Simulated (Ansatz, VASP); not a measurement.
## C: VASP beside Ansatz

```
C
1.0
     2.49731    0.00000    0.00000
     0.00000    3.53172    0.00000
     0.00000    0.00000   18.49730
C
6
Direct
  0.75000 0.12500 0.43250
  0.25000 0.87500 0.43250
  0.25000 0.62500 0.50000
  0.75000 0.37500 0.50000
  0.75000 0.12500 0.56750
  0.25000 0.87500 0.56750
```

Alike in both runs: task single point; functional LDA; k mesh 10 × 7 × 1; occupations fermi-dirac, width 0.02 eV; no spin polarisation.

|  | VASP | Ansatz |
| --- | --- | --- |
| version | VASP 6.6.1 | Ansatz 0.2.0 |
| potentials or method | VASP PAW LDA potentials, release 64 (C) | PAW with Ansatz's default frozen-core files, scalar-relativistic |
| plane-wave cutoff (eV) | 520 | 420 |
| valence electrons in the cell | 24 | 24 |

Ansatz gave:

| Quantity | Value |
| --- | --- |
| rms of the force components (eV/Å) | 2.252 |

**Question.** Estimate VASP's values.

**Answer.** rms of the force components (eV/Å): 2.233.

LDA's correlation is that of Perdew and Zunger in VASP and of Perdew and Wang (1992) in Ansatz. Atom by atom the forces differ by 0.029 eV/Å (rms over components).
